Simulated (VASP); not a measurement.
# Lu2SiF3 (I4/mmm) in VASP: single point with PBE

Aim: the single point of Lu2SiF3 with PBE.

Everything below comes from runs of VASP 6.6.1. Logs are shortened: lines on timing, memory, paths and dates and some standing lists are left out, and cuts for length are marked.

## 1. The cell of the first run

The structure is tetragonal, space group I4/mmm (No. 139). The conventional cell has a = 4.910 Å, b = 4.910 Å, c = 7.976 Å, α = 90.00°, β = 90.00°, γ = 90.00°. Within 2.0 Å of Lu (site symmetry 4mm) lie 1 F at 1.52 Å. Si (site symmetry 4/mmm) has 2 Lu at 2.47 Å and 8 F at 3.16 Å within 3.3 Å. Within 3.3 Å of F (site symmetry -4m2) lie 4 Lu at 2.50 Å and 4 Si at 3.16 Å and 4 F at 3.16 Å. F (site symmetry 4/mmm) has 2 Lu at 1.52 Å within 2.0 Å.

The cell was generated, and may not be a known phase.

## 2. Single point, PBE

File INCAR:

```
  ALGO = Fast
  EDIFF = 1E-6
  ENCUT = 520
  GGA = PE
  ISIF = 2
  ISMEAR = 0
  LASPH = True
  LCHARG = True
  LELF = True
  LREAL = False
  LVHAR = True
  LWAVE = False
  NBANDS = 46
  NELM = 80
  PREC = Accurate
  SIGMA = 0.1
```

File KPOINTS:

```
k-points
0
Gamma
  6 6 6
```

File POSCAR:

```
Lu2SiF3
1.0
   -2.4547964800      2.4547964800      3.9880814100
    2.4547964800     -2.4547964800      3.9880814100
    2.4547964800      2.4547964800     -3.9880814100
Lu Si F
2 1 3
Direct
    0.8097855700      0.8097855700      0.0000000000
    0.1902144300      0.1902144300      0.0000000000
    0.5000000000      0.5000000000      0.0000000000
    0.7500000000      0.2500000000      0.5000000000
    0.2500000000      0.7500000000      0.5000000000
    0.0000000000      0.0000000000      0.0000000000
```

Potentials or basis: VASP PAW PBE potentials, release 64 (Lu, Si, F).

Launch:

```
> cat potpaw_PBE.64/Lu/POTCAR potpaw_PBE.64/Si/POTCAR potpaw_PBE.64/F/POTCAR > POTCAR
> mpirun -np 1 vasp_std > vasp.out
```

OUTCAR:

```text
EDIFF = 1E-6
   ENCUT = 520
   GGA = PE
   ISIF = 2
   ISMEAR = 0
   LASPH = True
   LREAL = False
   NELM = 80
   PREC = Accurate

 ion  position               nearest neighbor table
   1  0.810  0.810  0.000-   6 1.52   3 2.47   5 2.50   4 2.50   4 2.50   5 2.50   2 3.03   2 3.60
                             2 3.60   2 3.60   2 3.60
   2  0.190  0.190  0.000-   6 1.52   3 2.47   4 2.50   5 2.50   4 2.50   5 2.50   1 3.03   1 3.60
                             1 3.60   1 3.60   1 3.60
   3  0.500  0.500  0.000-   1 2.47   2 2.47
   4  0.750  0.250  0.500-   1 2.50   2 2.50   1 2.50   2 2.50
   5  0.250  0.750  0.500-   1 2.50   2 2.50   1 2.50   2 2.50
   6  0.000  0.000  0.000-   1 1.52   2 1.52

  LATTYP: Found a body centered tetragonal cell.
 ALAT       =     4.9095929600
 C/A-ratio  =     1.6246077597

  Lattice vectors:

 A1 = (  -2.4547964800,   2.4547964800,   3.9880814100)
 A2 = (   2.4547964800,  -2.4547964800,   3.9880814100)
 A3 = (   2.4547964800,   2.4547964800,  -3.9880814100)

Analysis of symmetry for initial positions (statically):
=====================================================================
 Subroutine PRICEL returns:
 Original cell was already a primitive cell.

 Routine SETGRP: Setting up the symmetry group for a
 body centered tetragonal supercell.

 Subroutine GETGRP returns: Found 16 space group operations
 (whereof 16 operations were pure point group operations)
 out of a pool of 16 trial point group operations.

The static configuration has the point symmetry D_4h.

Analysis of symmetry for dynamics (positions and initial velocities):
=====================================================================
 Subroutine PRICEL returns:
 Original cell was already a primitive cell.

 Routine SETGRP: Setting up the symmetry group for a
 body centered tetragonal supercell.

 Subroutine GETGRP returns: Found 16 space group operations
 (whereof 16 operations were pure point group operations)
 out of a pool of 16 trial point group operations.

The dynamic configuration has the point symmetry D_4h.

 Subroutine INISYM returns: Found 16 space group operations
 (whereof 16 operations are pure point group operations),
 and found     1 'primitive' translations

----------------------------------------------------------------------------------------

                                     Primitive cell

  volume of cell :      96.1291

  direct lattice vectors                    reciprocal lattice vectors
    -2.454796480  2.454796480  3.988081410     0.000000000  0.203682873  0.125373569
     2.454796480 -2.454796480  3.988081410     0.203682873  0.000000000  0.125373569
     2.454796480  2.454796480 -3.988081410     0.203682873  0.203682873  0.000000000

  length of vectors
     5.287423271  5.287423271  5.287423271     0.239176179  0.239176179  0.288051082

  position of ions in fractional coordinates (direct lattice)
     0.809785570  0.809785570  0.000000000
     0.190214430  0.190214430  0.000000000
     0.500000000  0.500000000  0.000000000
     0.750000000  0.250000000  0.500000000
     0.250000000  0.750000000  0.500000000
     0.000000000  0.000000000  0.000000000

  ion indices of the primitive-cell ions
   primitive index   ion index
                 1           1
                 2           2
                 3           3
                 4           4
                 5           5
                 6           6

----------------------------------------------------------------------------------------

 KPOINTS: k-points

Automatic generation of k-mesh.
 Grid dimensions read from file:
 generate k-points for:    6    6    6

 Generating k-lattice:

  Cartesian coordinates                     Fractional coordinates (reciprocal lattice)
     0.000000000  0.033947146  0.020895595     0.166666667 -0.000000000  0.000000000
     0.033947146  0.000000000  0.020895595    -0.000000000  0.166666667  0.000000000
     0.033947146  0.033947146  0.000000000     0.000000000  0.000000000  0.166666667

  Length of vectors
     0.039862697  0.039862697  0.048008514

  Shift w.r.t. Gamma in fractional coordinates (k-lattice)
     0.000000000  0.000000000  0.000000000

 Subroutine IBZKPT returns following result:
 ===========================================

 Found     30 irreducible k-points:

 Following reciprocal coordinates:
            Coordinates               Weight
  0.000000  0.000000  0.000000      1.000000
  0.166667 -0.000000  0.000000      8.000000
  0.333333 -0.000000  0.000000      8.000000
  0.500000 -0.000000  0.000000      4.000000
  0.166667  0.166667  0.000000      8.000000
  0.333333  0.166667  0.000000     16.000000
[... 16 lines left out ...]
 -0.333333 -0.333333  0.166667      8.000000
 -0.166667 -0.333333  0.166667      8.000000
 [... further k-points ...]
   k-points           NKPTS =     30   k-points in BZ     NKDIM =     30   number of bands    NBANDS=     46
   number of dos      NEDOS =    301   number of ions     NIONS =      6
   total plane-waves  NPLWV =  64000
   dimension x,y,z NGX =    40 NGY =   40 NGZ =   40
   dimension x,y,z NGXF=    80 NGYF=   80 NGZF=   80
   ions per type =               2   1   3
   NGX,Y,Z   is equivalent  to a cutoff of  12.58, 12.58, 12.58 a.u.
   NGXF,Y,Z  is equivalent  to a cutoff of  25.15, 25.15, 25.15 a.u.
 SYSTEM =  unknown system
   PREC   = accura    normal or accurate (medium, high low for compatibility)
   ISTART =      0    job   : 0-new  1-cont  2-samecut
   ICHARG =      2    charge: 1-file 2-atom 10-const
   ISPIN  =      1    spin polarized calculation?
   LNONCOLLINEAR =      F non collinear calculations
   LSORBIT =      F    spin-orbit coupling
   LASPH  =      T    aspherical Exc in radial PAW
   ENCUT  =  520.0 eV  38.22 Ry    6.18 a.u.   9.83  9.83  9.83*2*pi/ulx,y,z
   NELM   =     80;   NELMIN=  2; NELMDL= -5     # of ELM steps
   EDIFF  = 0.1E-05   stopping-criterion for ELM
   LREAL  =      F    real-space projection
   EDIFFG = 0.1E-04   stopping-criterion for IOM
   NSW    =      0    number of steps for IOM
   IBRION =     -1    ionic relax: 0-MD 1-quasi-New 2-CG
   NFREE  =      0    steps in history (QN), initial steepest desc. (CG)
   ISIF   =      2    stress and relaxation
   ISYM   =      2    0-nonsym 1-usesym 2-fastsym
   POTIM  = 0.5000    time-step for ionic-motion
   TEBEG  =    0.0;   TEEND  =   0.0 temperature during run
   PSTRESS=    0.0 pullay stress
   NELECT =      75.0000    total number of electrons
   NUPDOWN=      -1.0000    fix difference up-down
   EMIN   =  10.00;   EMAX   =-10.00  energy-range for DOS
   EFERMI =   0.00;   METHOD = LEGACY
   ISMEAR =     0;   SIGMA  =   0.10  broadening in eV -4-tet -1-fermi 0-gaus
   EFERMI_NEDOS =   21; number of points for ismear=-14 and -15
   IALGO  =     68    algorithm
   IMIX   =      4    mixing-type and parameters
     AMIX     =   0.40;   BMIX     =  1.00
     AMIX_MAG =   1.60;   BMIX_MAG =  1.00
  volume/ion in A,a.u.               =      16.02       108.12
  Fermi-wavevector in a.u.,A,eV,Ry     =   1.507105  2.848016 30.903815  2.271366
  Thomas-Fermi vector in A             =   2.617735
   LORBIT       =      0    0 simple, 1 ext, 2 COOP (PROOUT), +10 PAW based schemes
   GGA     = PE    functional components
   LHFCALC =     F    Hartree Fock is set to
   AEXX    =    0.0000 exact exchange contribution
   IVDW    =     0    specifies the selected vdW correction
   LEPSILON=     F    determine dielectric tensor
   LRPA    =     F    only Hartree local field effects (RPA)
 non-spin polarized calculation
 RMM-DIIS sequential band-by-band and
 Gauss-broadening in eV      SIGMA  =   0.10
  energy-cutoff  :      520.00
  volume of cell :       96.13
 maximum number of plane-waves:      2601
   NGX = 19   NGY = 19   NGZ = 19

 number of electron      74.9999977 magnetization

 Free energy of the ion-electron system (eV)
  ---------------------------------------------------
  ext. energy  EPLUGINS =         0.00000000
  ---------------------------------------------------
  free energy    TOTEN  =       -16.21125116 eV

  energy without entropy =      -16.19365505  energy(sigma->0) =      -16.20245311

 E-fermi :   3.9641     XC(G=0): -10.5733

 val. band max:        3.9550320864   @ k =   0.3333  -0.0000   0.0000
 cond. band min:       3.9678065297   @ k =   0.5000   0.5000   0.3333
 fundamental gap:      0.0127744432
 Fermi energy:         3.9641244625

 k-point     1 :       0.0000    0.0000    0.0000
  band No.  band energies     occupation
      1     -53.7550      2.00000
      2     -53.5809      2.00000
      3     -33.0436      2.00000
      4     -27.1614      2.00000
      5     -24.0962      2.00000
      6     -24.0962      2.00000
[... 38 lines left out ...]
     45       8.9509      0.00000
     46      10.4857      0.00000

 k-point     2 :       0.1667   -0.0000    0.0000
  band No.  band energies     occupation
      1     -53.7537      2.00000
      2     -53.5821      2.00000
      3     -33.0429      2.00000
      4     -27.1637      2.00000
      5     -24.1430      2.00000
      6     -24.1189      2.00000
[... 38 lines left out ...]
     45       8.6349      0.00000
     46       9.2524      0.00000

 k-point     3 :       0.3333   -0.0000    0.0000
  band No.  band energies     occupation
      1     -53.7511      2.00000
      2     -53.5847      2.00000
      3     -33.0415      2.00000
      4     -27.1688      2.00000
      5     -24.2198      2.00000
      6     -24.1510      2.00000
[... 38 lines left out ...]
     45       8.0811      0.00000
     46       8.6167      0.00000

 k-point     4 :       0.5000   -0.0000    0.0000
  band No.  band energies     occupation
      1     -53.7498      2.00000
      2     -53.5860      2.00000
      3     -33.0408      2.00000
      4     -27.1712      2.00000
      5     -24.2538      2.00000
      6     -24.1640      2.00000
[... 920 lines left out ...]
     45       8.6612      0.00000
     46       8.8900      0.00000

 k-point    23 :      -0.3333   -0.3333    0.1667
  band No.  band energies     occupation
      1     -53.7481      2.00000
      2     -53.5879      2.00000
      3     -33.0404      2.00000
      4     -27.1737      2.00000
      5     -24.2528      2.00000
      6     -24.1905      2.00000
[... 38 lines left out ...]
     45       8.7747      0.00000
     46       8.7859      0.00000

 k-point    24 :      -0.1667   -0.3333    0.1667
  band No.  band energies     occupation
      1     -53.7500      2.00000
      2     -53.5860      2.00000
      3     -33.0409      2.00000
      4     -27.1722      2.00000
      5     -24.2005      2.00000
      6     -24.1775      2.00000
[... 38 lines left out ...]
     45       8.2852      0.00000
     46       8.3802      0.00000

 [... further k-points ...]

------------------------ aborting loop because EDIFF is reached ----------------------------------------

  FORCE on cell =-STRESS in cart. coord.  units (eV):
  Direction    XX          YY          ZZ          XY          YZ          ZX
  --------------------------------------------------------------------------------------
  -------------------------------------------------------------------------------------
  Total       -3.6098500     -3.6098500    143.3774933      0.0000000      0.0000000      0.0000000
  in kB      -60.1651140    -60.1651140   2389.6625390      0.0000000      0.0000000      0.0000000
  external PRESSURE =     756.4441037 kB  Pullay stress =       0.0000000 kB

 VOLUME and BASIS-vectors are now :
 -----------------------------------------------------------------------------
  energy-cutoff  :      520.00
  volume of cell :       96.13
      direct lattice vectors                 reciprocal lattice vectors
    -2.454796480  2.454796480  3.988081410     0.000000000  0.203682873  0.125373569
     2.454796480 -2.454796480  3.988081410     0.203682873  0.000000000  0.125373569
     2.454796480  2.454796480 -3.988081410     0.203682873  0.203682873  0.000000000

 POSITION                                       TOTAL-FORCE (eV/Angst)
 -----------------------------------------------------------------------------------
      0.00000      0.00000      6.45898        -0.000000     -0.000000    -38.562236
      0.00000      0.00000      1.51718         0.000000      0.000000     38.562236
      0.00000      0.00000      3.98808         0.000000      0.000000     -0.000000
      0.00000      2.45480      1.99404         0.000000      0.000000      0.000000
      2.45480      0.00000      1.99404         0.000000      0.000000     -0.000000
      0.00000      0.00000      0.00000         0.000000      0.000000     -0.000000
 -----------------------------------------------------------------------------------
    total drift:                               -0.000000     -0.000000      0.000000

  FREE ENERGIE OF THE ION-ELECTRON SYSTEM (eV)
  ---------------------------------------------------
  free  energy   TOTEN  =       -16.2112511621 eV

  energy  without entropy=      -16.1936550498  energy(sigma->0) =      -16.20245311
```

Run time: 14 min. Hardware: 1 thread of Oxide Virtual Turin-like, shared host; peak memory 0.29 GiB.

Results:

```yaml
Free_energy: -16.2113 eV
Pressure: 75.6 GPa
Largest_force: 38.562 eV/Å
Band_gap_on_the_k_mesh: zero (an odd number of electrons rules out a gap without spin polarisation)
```

Forces on the atoms (eV/Å):
```
Lu    0.000   0.000 -38.562
Lu    0.000   0.000  38.562
Si    0.000   0.000   0.000
F     0.000   0.000   0.000
F     0.000   0.000   0.000
F     0.000   0.000   0.000
```

Stress tensor (GPa, compression positive):
```
 -6.02   0.00   0.00
  0.00  -6.02   0.00
  0.00   0.00 238.97
```

Caveat: the stress differs along the axes, from -6 to 239 GPa; spin-orbit coupling is left out, which moves the levels of the heavy elements; an odd number of electrons without spin polarisation forces a metal; a magnetic or distorted state may lie lower.
